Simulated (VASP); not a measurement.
Write the native input for VASP 6.6.1 that does the following.

| Quantity | Value |
| --- | --- |
| Task | single point |
| Functional | r2SCAN |
| Dispersion | D4 |
| Potentials or basis | VASP PAW PBE potentials, release 64 (Ni) |
| Cutoff | 660 eV |
| k mesh | 13 × 13 × 13 |
| Occupations | methfessel-paxton, width 0.1 eV |
| Spin | collinear spin, ferromagnetic start |
| Starting moments | [0.79] μB |
| Hubbard terms | Ni d U = 3.0 eV |
| Dipole correction | no |
| Further INCAR settings | ALGO = Normal; EDIFF = 1e-06; NBANDS = 15 |

Ni:

```
Ni
1.0
    -1.38372    1.38372    1.38372
     1.38372   -1.38372    1.38372
     1.38372    1.38372   -1.38372
Ni
1
Direct
  0.00000 0.00000 0.00000
```

This isn't the form of Ni at room conditions, which is fcc.

The input as run:

POSCAR

```
Ni
1.0
   -1.3837154700      1.3837154700      1.3837154700
    1.3837154700     -1.3837154700      1.3837154700
    1.3837154700      1.3837154700     -1.3837154700
Ni
1
Direct
    0.0000000000      0.0000000000      0.0000000000
```

INCAR.step1

```
SYSTEM = Ni
PREC = Accurate
ENCUT = 660
ISMEAR = 1
SIGMA = 0.1
LREAL = .FALSE.
LASPH = .TRUE.
NELM = 200
ISPIN = 2
MAGMOM = 0.79
LMAXMIX = 4
LDAU = .TRUE.
LDAUTYPE = 2
LDAUL = 2
LDAUU = 3
LDAUJ = 0
NBANDS = 15
GGA = PE
ALGO = Normal
EDIFF = 1E-5
LWAVE = .TRUE.
LCHARG = .FALSE.
GGA_COMPAT = .FALSE.
```

INCAR.step2

```
SYSTEM = Ni
PREC = Accurate
ENCUT = 660
EDIFF = 1E-6
ISMEAR = 1
SIGMA = 0.1
LREAL = .FALSE.
LASPH = .TRUE.
NELM = 200
ALGO = Normal
ISIF = 2
LWAVE = .FALSE.
LCHARG = .FALSE.
ISPIN = 2
MAGMOM = 0.79
LORBIT = 11
LMAXMIX = 4
LDAU = .TRUE.
LDAUTYPE = 2
LDAUL = 2
LDAUU = 3
LDAUJ = 0
LDAUPRINT = 1
METAGGA = R2SCAN
LMIXTAU = .TRUE.
IVDW = 13
VDW_S6 = 1.0
VDW_S8 = 0.6018749
VDW_A1 = 0.51559235
VDW_A2 = 5.77342911
NBANDS = 15
ISTART = 1
GGA_COMPAT = .FALSE.
```

KPOINTS

```
regular mesh
0
G
  13 13 13
  0 0 0
```

Potentials or basis: VASP PAW PBE potentials, release 64 (Ni).

Command:

```bash
$ cat potpaw_PBE.64/Ni/POTCAR > POTCAR
$ cp INCAR.step1 INCAR
$ mpirun -np 1 vasp_std > vasp.out
$ cp INCAR.step2 INCAR
$ mpirun -np 1 vasp_std > vasp.out
```

Results of the run:

```yaml
Pressure: -7.5 GPa
Net_moment: 0.65 μB per cell
Site_moments: Ni +0.68 μB
Valence_electrons_inside_the_program's_atomic_spheres: Ni 9.47
Dispersion_energy_per_atom: -0.160 eV
```

Caveat: the cell stands under tension; the PAW data sets were made with another functional, which shifts forces and pressure a little; the U is typed as a test and isn't derived for this compound.

Wall time 79 s on 1 thread of AMD EPYC 9R45 96-Core Processor (Zen 5), with other jobs on the host, peak memory 0.12 GiB.
